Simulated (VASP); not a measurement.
# Sb: single point with PBEsol

The system is Sb.

```
Sb
1.0
     3.32347    0.00000    0.00000
    -1.66173    2.87821    0.00000
     0.00000    0.00000    5.25796
Sb
2
Direct
  0.33333 0.66667 0.25000
  0.66667 0.33333 0.75000
```

This cell differs from its parent crystal: volume scaled by 0.96.

| Quantity | Value |
| --- | --- |
| Program | VASP 6.6.1 |
| Task | single point |
| Functional | PBEsol |
| Potentials or basis | VASP PAW PBE potentials, release 64 (Sb) |
| Cutoff | 520 eV |
| k mesh | 12 × 12 × 7 |
| Occupations | fermi-dirac, width 0.05 eV |
| Spin | no spin polarisation |
| Dipole correction | no |
| Further INCAR settings | ALGO = Normal; EDIFF = 1e-06; NBANDS = 12 |

```
Pressure               : 2.9 GPa
Band gap on the k mesh : zero (band 5 reaches 13.54 eV, above the bottom of band 6 at 6.19 eV)
```

Stress tensor (GPa, compression positive):
```
3.30 0.00 0.00
0.00 3.30 0.00
0.00 0.00 2.04
```

Levels at points of the mesh, in eV from the Fermi level:
| k point | band 1 | band 2 | band 3 | band 4 | band 5 | band 6 | band 7 | band 8 | band 9 | band 10 |
| --- | --- | --- | --- | --- | --- | --- | --- | --- | --- | --- |
| (0.00, 0.00, 0.00) | -13.53 | -9.04 | -6.25 | 3.49 | 3.49 | 5.37 | 5.37 | 6.40 | 7.58 | 8.84 |
| (0.50, 0.00, 0.00) | -9.76 | -8.34 | -4.32 | -3.02 | -2.55 | -0.29 | 0.09 | 3.97 | 4.20 | 7.60 |

Run time: 13 s on 1 thread of Intel(R) Xeon(R) 6975P-C (Granite Rapids), with other jobs on the host, peak memory 0.19 GiB.

Caveat: the PAW data sets were made with another functional, which shifts forces and pressure a little; spin-orbit coupling is left out, which moves the levels of the heavy elements.
